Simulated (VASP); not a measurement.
**Zr: single point with revPBE**

Zr:

```
Zr
1.0
     2.93370    0.00000    0.00000
     0.00000    2.93370    0.00000
     0.00000    0.00000    2.93370
Zr
1
Direct
  0.00000 0.00000 0.00000
```

```
Program             : VASP 6.6.1
Task                : single point
Functional          : revPBE
Potentials or basis : VASP PAW PBE potentials, release 64 (Zr_sv)
Cutoff              : 520 eV
k mesh              : 12 × 12 × 12
Occupations         : fermi-dirac, width 0.1 eV
Spin                : no spin polarisation
```

```json
{
 "Pressure": "0.4 GPa",
 "Band gap on the k mesh": "zero (band 6 reaches 8.82 eV, above the bottom of band 7 at 6.24 eV)"
}
```

Levels at points of the mesh, in eV from the Fermi level:
```csv
k point,band 2,band 3,band 4,band 5,band 6,band 7,band 8,band 9,band 10,band 11
"(0.00, 0.00, 0.00)",-26.16,-26.16,-26.16,-5.00,-1.62,-1.62,5.42,5.42,5.42,12.62
"(0.50, 0.00, 0.00)",-27.28,-26.06,-26.06,-2.01,-0.81,0.33,2.50,2.50,5.72,8.92
"(0.50, 0.50, 0.00)",-27.12,-27.12,-25.96,-2.90,-0.30,3.12,3.12,4.82,4.82,7.28
"(0.50, 0.50, 0.50)",-26.97,-26.97,-26.97,-1.43,-1.43,-1.43,6.53,7.48,7.48,10.31
```

Run time: 44 s on 1 thread of AMD EPYC 7R13 (shared host), peak memory 0.12 GiB.

Caveat: the PAW data sets were made with another functional, which shifts forces and pressure a little.
